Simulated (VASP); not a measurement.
# C (P6_3/mmc) in VASP: further runs

C is run at these levels: r2SCAN; tasks: relaxation of cell and atoms.

All numbers are computed with VASP 6.6.1; they aren't measurements. Logs are shortened: lines on timing, memory, paths and dates and some standing lists are left out, and cuts for length are marked.

**1. The cell of the first run**

It takes space group P6_3/mmc (No. 194, hexagonal). Conventional cell: a = 2.120 Å, b = 2.120 Å, c = 3.462 Å, α = 90.00°, β = 90.00°, γ = 120.00°. Within 2.8 Å of C (site symmetry -6m2) lie 12 C at 2.12 Å.

**2. Relaxation of cell and atoms, r2SCAN**

POSCAR reads:

```
C
1.0
    2.1200000000      0.0000000000      0.0000000000
   -1.0600000000      1.8359738560      0.0000000000
    0.0000000000      0.0000000000      3.4619600000
C
2
Direct
    0.3333333333      0.6666666667      0.2500000000
    0.6666666667      0.3333333333      0.7500000000
```

INCAR.step1 reads:

```
SYSTEM = C
  PREC = Accurate
  ENCUT = 600
  ISMEAR = -1
  SIGMA = 0.05
  LREAL = .FALSE.
  LASPH = .TRUE.
  NELM = 80
  GGA = PE
  ALGO = Normal
  EDIFF = 1E-4
  LWAVE = .TRUE.
  LCHARG = .FALSE.
```

INCAR.step2 reads:

```
SYSTEM = C
  PREC = Accurate
  ENCUT = 600
  EDIFF = 1E-7
  ISMEAR = -1
  SIGMA = 0.05
  LREAL = .FALSE.
  LASPH = .TRUE.
  NELM = 80
  ALGO = Normal
  ISIF = 3
  LWAVE = .FALSE.
  LCHARG = .FALSE.
  METAGGA = R2SCAN
  LMIXTAU = .TRUE.
  IBRION = 2
  NSW = 80
  EDIFFG = -0.03
  ISTART = 1
```

KPOINTS reads:

```
regular mesh
0
G
  12 12 7
  0 0 0
```

Potentials or basis: VASP PAW PBE potentials, release 64 (C).

Run with:

```console
cat potpaw_PBE.64/C/POTCAR > POTCAR
cp INCAR.step1 INCAR
mpirun -np 1 vasp_std > vasp.out
cp INCAR.step2 INCAR
mpirun -np 1 vasp_std > vasp.out
```

OUTCAR:

```text
SYSTEM = C
   PREC = Accurate
   ENCUT = 600
   EDIFF = 1E-7
   ISMEAR = -1
   LREAL = .FALSE.
   LASPH = .TRUE.
   NELM = 80
   ISIF = 3
   METAGGA = R2SCAN
   IBRION = 2
   NSW = 80
   EDIFFG = -0.03
   ISTART = 1

 ion  position               nearest neighbor table
   1  0.333  0.667  0.250-
   2  0.667  0.333  0.750-

  LATTYP: Found a hexagonal cell.
 ALAT       =     2.1200000000
 C/A-ratio  =     1.6330000000

  Lattice vectors:

 A1 = (   2.1200000000,   0.0000000000,   0.0000000000)
 A2 = (  -1.0600000000,   1.8359738560,   0.0000000000)
 A3 = (   0.0000000000,   0.0000000000,   3.4619600000)

Analysis of symmetry for initial positions (statically):
=====================================================================
 Subroutine PRICEL returns:
 Original cell was already a primitive cell.

 Routine SETGRP: Setting up the symmetry group for a
 hexagonal supercell.

 Subroutine GETGRP returns: Found 24 space group operations
 (whereof 12 operations were pure point group operations)
 out of a pool of 24 trial point group operations.

The static configuration has the point symmetry D_3d.
 The point group associated with its full space group is D_6h.

Analysis of symmetry for dynamics (positions and initial velocities):
=====================================================================
 Subroutine PRICEL returns:
 Original cell was already a primitive cell.

 Routine SETGRP: Setting up the symmetry group for a
 hexagonal supercell.

 Subroutine GETGRP returns: Found 24 space group operations
 (whereof 12 operations were pure point group operations)
 out of a pool of 24 trial point group operations.

The dynamic configuration has the point symmetry D_3d.
 The point group associated with its full space group is D_6h.

 Subroutine INISYM returns: Found 24 space group operations
 (whereof 12 operations are pure point group operations),
 and found     1 'primitive' translations

----------------------------------------------------------------------------------------

                                     Primitive cell

  volume of cell :      13.4749

  direct lattice vectors                    reciprocal lattice vectors
     2.120000000  0.000000000  0.000000000     0.471698113  0.272335033  0.000000000
    -1.060000000  1.835973856  0.000000000     0.000000000  0.544670065  0.000000000
     0.000000000  0.000000000  3.461960000     0.000000000  0.000000000  0.288853713

  length of vectors
     2.120000000  2.120000000  3.461960000     0.544670065  0.544670065  0.288853713

  position of ions in fractional coordinates (direct lattice)
     0.333333333  0.666666667  0.250000000
     0.666666667  0.333333333  0.750000000

  ion indices of the primitive-cell ions
   primitive index   ion index
                 1           1
                 2           2

----------------------------------------------------------------------------------------

 KPOINTS: regular mesh

Automatic generation of k-mesh.
 Grid dimensions read from file:
 generate k-points for:   12   12    7

 Generating k-lattice:

  Cartesian coordinates                     Fractional coordinates (reciprocal lattice)
     0.039308176  0.022694586  0.000000000     0.083333333  0.000000000  0.000000000
     0.000000000  0.045389172  0.000000000     0.000000000  0.083333333  0.000000000
     0.000000000  0.000000000  0.041264816     0.000000000  0.000000000  0.142857143

  Length of vectors
     0.045389172  0.045389172  0.041264816

  Shift w.r.t. Gamma in fractional coordinates (k-lattice)
     0.000000000  0.000000000  0.000000000

 Subroutine IBZKPT returns following result:
 ===========================================

 Found     76 irreducible k-points:

 Following reciprocal coordinates:
            Coordinates               Weight
  0.000000  0.000000  0.000000      1.000000
  0.083333  0.000000  0.000000      6.000000
  0.166667  0.000000  0.000000      6.000000
  0.250000  0.000000  0.000000      6.000000
  0.333333 -0.000000  0.000000      6.000000
  0.416667  0.000000  0.000000      6.000000
[... 16 lines left out ...]
  0.250000  0.000000  0.142857     12.000000
  0.333333 -0.000000  0.142857     12.000000
 [... further k-points ...]
   k-points           NKPTS =     76   k-points in BZ     NKDIM =     76   number of bands    NBANDS=      8
   number of dos      NEDOS =    301   number of ions     NIONS =      2
   total plane-waves  NPLWV =   9072
   dimension x,y,z NGX =    18 NGY =   18 NGZ =   28
   dimension x,y,z NGXF=    36 NGYF=   36 NGZF=   56
   ions per type =               2
   NGX,Y,Z   is equivalent  to a cutoff of  14.12, 14.12, 13.45 a.u.
   NGXF,Y,Z  is equivalent  to a cutoff of  28.23, 28.23, 26.89 a.u.
 SYSTEM =  C
   PREC   = accura    normal or accurate (medium, high low for compatibility)
   ISTART =      1    job   : 0-new  1-cont  2-samecut
   ICHARG =      0    charge: 1-file 2-atom 10-const
   ISPIN  =      1    spin polarized calculation?
   LNONCOLLINEAR =      F non collinear calculations
   LSORBIT =      F    spin-orbit coupling
   LASPH  =      T    aspherical Exc in radial PAW
   ENCUT  =  600.0 eV  44.10 Ry    6.64 a.u.   4.23  4.23  6.91*2*pi/ulx,y,z
   NELM   =     80;   NELMIN=  2; NELMDL=  0     # of ELM steps
   EDIFF  = 0.1E-06   stopping-criterion for ELM
   LREAL  =      F    real-space projection
   EDIFFG = -.3E-01   stopping-criterion for IOM
   NSW    =     80    number of steps for IOM
   IBRION =      2    ionic relax: 0-MD 1-quasi-New 2-CG
   NFREE  =      1    steps in history (QN), initial steepest desc. (CG)
   ISIF   =      3    stress and relaxation
   ISYM   =      2    0-nonsym 1-usesym 2-fastsym
   POTIM  = 0.5000    time-step for ionic-motion
   TEBEG  =    0.0;   TEEND  =   0.0 temperature during run
   PSTRESS=    0.0 pullay stress
   NELECT =       8.0000    total number of electrons
   NUPDOWN=      -1.0000    fix difference up-down
   EMIN   =  10.00;   EMAX   =-10.00  energy-range for DOS
   EFERMI =   0.00;   METHOD = LEGACY
   ISMEAR =    -1;   SIGMA  =   0.05  broadening in eV -4-tet -1-fermi 0-gaus
   EFERMI_NEDOS =   21; number of points for ismear=-14 and -15
   IALGO  =     38    algorithm
   IMIX   =      4    mixing-type and parameters
     AMIX     =   0.40;   BMIX     =  1.00
     AMIX_MAG =   1.60;   BMIX_MAG =  1.00
  volume/ion in A,a.u.               =       6.74        45.47
  Fermi-wavevector in a.u.,A,eV,Ry     =   1.375931  2.600133 25.758365  1.893186
  Thomas-Fermi vector in A             =   2.501222
   LORBIT       =      0    0 simple, 1 ext, 2 COOP (PROOUT), +10 PAW based schemes
   METAGGA = R2SCAN    functional components
   LHFCALC =     F    Hartree Fock is set to
   AEXX    =    0.0000 exact exchange contribution
   IVDW    =     0    specifies the selected vdW correction
   LEPSILON=     F    determine dielectric tensor
   LRPA    =     F    only Hartree local field effects (RPA)
 conjugate gradient relaxation of ions
 non-spin polarized calculation
  energy-cutoff  :      600.00
  volume of cell :       13.47
 maximum number of plane-waves:       464
 NGX is ok and might be reduce to    18
   NGX =  9   NGY =  9   NGZ = 13

--------------------------------------- Ionic step        1  -------------------------------------------

 number of electron       8.0000000 magnetization

 Free energy of the ion-electron system (eV)
  ---------------------------------------------------
  ext. energy  EPLUGINS =         0.00000000
  ---------------------------------------------------
  free energy    TOTEN  =       -10.37572863 eV

  energy without entropy =      -10.37025178  energy(sigma->0) =      -10.37299021

------------------------ aborting loop because EDIFF is reached ----------------------------------------

  FORCE on cell =-STRESS in cart. coord.  units (eV):
  Direction    XX          YY          ZZ          XY          YZ          ZX
  --------------------------------------------------------------------------------------
  -------------------------------------------------------------------------------------
  Total        1.0643662      1.0643662     -0.4506942     -0.0000000      0.0000000      0.0000000
  in kB      126.5544022    126.5544022    -53.5880750     -0.0000000      0.0000000      0.0000000
  external PRESSURE =      66.5069098 kB  Pullay stress =       0.0000000 kB
[... 89 lines left out ...]
  FREE ENERGIE OF THE ION-ELECTRON SYSTEM (eV)
  ---------------------------------------------------
  free  energy   TOTEN  =       -10.4132436377 eV

  energy  without entropy=      -10.4069268163  energy(sigma->0) =      -10.41008523

[... ionic steps 4 to 9 ...]

--------------------------------------- Ionic step       10  -------------------------------------------

 number of electron       8.0000001 magnetization

 E-fermi :  10.3794     XC(G=0): -14.8300

 val. band max:       10.3416430266   @ k =   0.4167   0.1667   0.1429
 cond. band min:      10.5086920098   @ k =   0.1667   0.1667   0.4286
 fundamental gap:      0.1670489832
 Fermi energy:        10.3794374215

 k-point     1 :       0.0000    0.0000    0.0000
  band No.  band energies     occupation
      1     -12.5777      2.00000
      2       7.3627      2.00000
      3      10.1922      1.95379
      4      10.1922      1.95379
      5      16.3884      0.00000
      6      17.5893      0.00000
      7      17.5893      0.00000
      8      24.9841      0.00000
[... 322 lines left out ...]
  energy  without entropy=      -12.9713040997  energy(sigma->0) =      -12.97315591

--------------------------------------- Ionic step       12  -------------------------------------------

 number of electron       7.9999999 magnetization

 Free energy of the ion-electron system (eV)
  ---------------------------------------------------
  ext. energy  EPLUGINS =         0.00000000
  ---------------------------------------------------
  free energy    TOTEN  =       -12.97672714 eV

  energy without entropy =      -12.97243761  energy(sigma->0) =      -12.97458237

 E-fermi :   9.2807     XC(G=0): -14.4035

 val. band max:        9.2590049064   @ k =   0.0000   0.0000   0.1429
 cond. band min:       9.2870607616   @ k =   0.1667   0.0000   0.4286
 fundamental gap:      0.0280558553
 Fermi energy:         9.2807094786

 k-point     1 :       0.0000    0.0000    0.0000
  band No.  band energies     occupation
      1     -12.6041      2.00000
      2       7.0473      2.00000
      3       8.8102      1.99984
      4       8.8102      1.99984
      5      14.4673      0.00000
      6      15.9840      0.00000
      7      15.9840      0.00000
      8      23.5613      0.00000
[... 282 lines left out ...]
  FREE ENERGIE OF THE ION-ELECTRON SYSTEM (eV)
  ---------------------------------------------------
  free  energy   TOTEN  =       -12.9767271375 eV

  energy  without entropy=      -12.9724376084  energy(sigma->0) =      -12.97458237

 reached required accuracy - stopping structural energy minimisation
```

Run time: 3.7 min. Hardware: 1 thread of AMD EPYC 9R45 (Zen 5), shared host; peak memory 0.1 GiB.

Results:

- Free energy: -12.9767 eV
- Relaxed volume: 6.09 Å³/atom
- Relaxed cell: a = 2.475 Å, b = 2.475 Å, c = 2.295 Å, α = 90.00°, β = 90.00°, γ = 120.00°
- Space group after relaxing (to 0.1 Å): P6_3/mmc (No. 194)
- Energy gained by relaxing: 1300.5 meV/atom
- Ionic steps: 12
- Pressure after relaxing: -0.1 GPa
- Band gap on the k mesh: zero (bands 4 and 5 overlap by 9.02 eV)

Stress tensor (GPa, compression positive):
```
-0.17  0.00  0.00
 0.00 -0.17  0.00
 0.00  0.00  0.05
```

The path:
| step | energy change (eV) | largest force (eV/Å) | pressure (GPa) | volume (Å³) |
| --- | --- | --- | --- | --- |
| 1 | 0.0000 | 0.0000 | 6.65 | 13.47 |
| 2 | -0.0327 | 0.0000 | -0.42 | 14.02 |
| 3 | -0.0375 | 0.0000 | -2.36 | 14.25 |
| 4 | -0.0416 | 0.0000 | -5.44 | 14.70 |
| 5 | -0.0623 | 0.0000 | -1.77 | 14.40 |
| 6 | -0.6653 | 0.0000 | -1.99 | 13.39 |
| 7 | -2.4659 | 0.0000 | 37.00 | 10.98 |
| 8 | -2.5117 | 0.0000 | 16.59 | 11.49 |
| 9 | -2.5268 | 0.0000 | 26.24 | 11.23 |
| 10 | -2.5322 | 0.0000 | 22.86 | 11.32 |
| 11 | -2.5993 | 0.0000 | 3.32 | 12.03 |
| 12 | -2.6010 | 0.0000 | -0.10 | 12.18 |

Final structure:
```
C
1.0
     2.47522    0.00000    0.00000
    -1.23761    2.14360    0.00000
     0.00000    0.00000    2.29534
C
2
Direct
  0.33333 0.66667 0.25000
  0.66667 0.33333 0.75000
```

Caveat: a cell axis changed by over 15 % at a fixed basis, so the end point is rough; the PAW data sets were made with another functional, which shifts forces and pressure a little.

(Part 1 of 3 ends here.)

The gap in the log of VASP goes by the Fermi energy; the results here count the filled bands.